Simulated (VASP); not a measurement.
Write the native input for VASP 6.6.1 that does the following.

```yaml
Task: relaxation of cell and atoms
Functional: r2SCAN
Potentials_or_basis: VASP PAW PBE potentials, release 64 (Sn_d)
Cutoff: 600 eV
k_mesh: 6 × 6 × 6
Occupations: gaussian, width 0.1 eV
Spin: no spin polarisation
Dipole_correction: no
Further_INCAR_settings: ALGO = Normal; EDIFF = 1e-06; IBRION = 2; EDIFFG = -0.04; NSW = 90; ISIF = 3
```

The system is Sn.

```xyz
2
Lattice="0.0000 2.6629 5.8220 1.7954 0.0000 5.8220 1.7954 2.6629 0.0000" Properties=species:S:1:pos:R:3 pbc="T T T"
Sn    1.7954    2.6629   10.0796
Sn    1.7954    2.6629    1.5643
```

These files were run (other wordings do the same):

POSCAR

```
Sn
1.0
    0.0000000000      2.6629032833      5.8219644544
    1.7953649053      0.0000000000      5.8219644544
    1.7953649053      2.6629032833      0.0000000000
Sn
2
Direct
    0.8656524696      0.8656524696      0.1343475304
    0.1343475304      0.1343475304      0.8656524696
```

INCAR.step1

```
ALGO     = Normal         # electronic algorithm
EDIFF    = 1E-4           # SCF threshold, eV
ENCUT    = 600            # plane-wave cutoff, eV
GGA      = PE             # functional
ISMEAR   = 0              # smearing method
LASPH    = True           # aspherical terms in the spheres
LCHARG   = False          # write CHGCAR
LREAL    = False          # projectors in reciprocal space
LWAVE    = True           # write WAVECAR
NELM     = 100            # most SCF steps
PREC     = Accurate       # precision mode
SIGMA    = 0.1            # smearing width, eV
```

INCAR.step2

```
ALGO     = Normal         # electronic algorithm
EDIFF    = 1E-6           # SCF threshold, eV
EDIFFG   = -0.04          # ionic threshold
ENCUT    = 600            # plane-wave cutoff, eV
IBRION   = 2              # ionic algorithm
ISIF     = 3              # what is computed and relaxed
ISMEAR   = 0              # smearing method
ISTART   = 1            
LASPH    = True           # aspherical terms in the spheres
LCHARG   = False          # write CHGCAR
LMIXTAU  = True         
LREAL    = False          # projectors in reciprocal space
LWAVE    = False          # write WAVECAR
METAGGA  = R2SCAN         # meta-GGA
NELM     = 100            # most SCF steps
NSW      = 90             # ionic steps
PREC     = Accurate       # precision mode
SIGMA    = 0.1            # smearing width, eV
```

KPOINTS

```
k-points
0
Gamma
  6 6 6
```

Potentials or basis: VASP PAW PBE potentials, release 64 (Sn_d).

The run is started by

```bash
$ cat potpaw_PBE.64/Sn_d/POTCAR > POTCAR
$ cp INCAR.step1 INCAR
$ mpirun -np 1 vasp_std > vasp.out
$ cp INCAR.step2 INCAR
$ mpirun -np 1 vasp_std > vasp.out
```

It gave:

```json
{
 "Relaxed volume": "27.72 Å³/atom",
 "Relaxed cell": "a = 6.416 Å, b = 6.133 Å, c = 3.179 Å, α = 80.31°, β = 70.45°, γ = 29.24°",
 "Space group after relaxing (to 0.05 Å)": "Fmmm (No. 69)",
 "Energy gained by relaxing": "6.0 meV/atom",
 "Ionic steps": "8",
 "Pressure after relaxing": "0.0 GPa",
 "Band gap on the k mesh": "zero (band 14 reaches 14.04 eV, above the bottom of band 15 at 6.19 eV)"
}
```

Caveat: the k points lie up to 0.36 Å⁻¹ apart in the final cell; the PAW data sets were made with another functional, which shifts forces and pressure a little; spin-orbit coupling is left out, which moves the levels of the heavy elements.

Wall time 20 min on 1 thread of Intel(R) Xeon(R) 6975P-C (Granite Rapids), with other jobs on the host, peak memory 0.31 GiB.
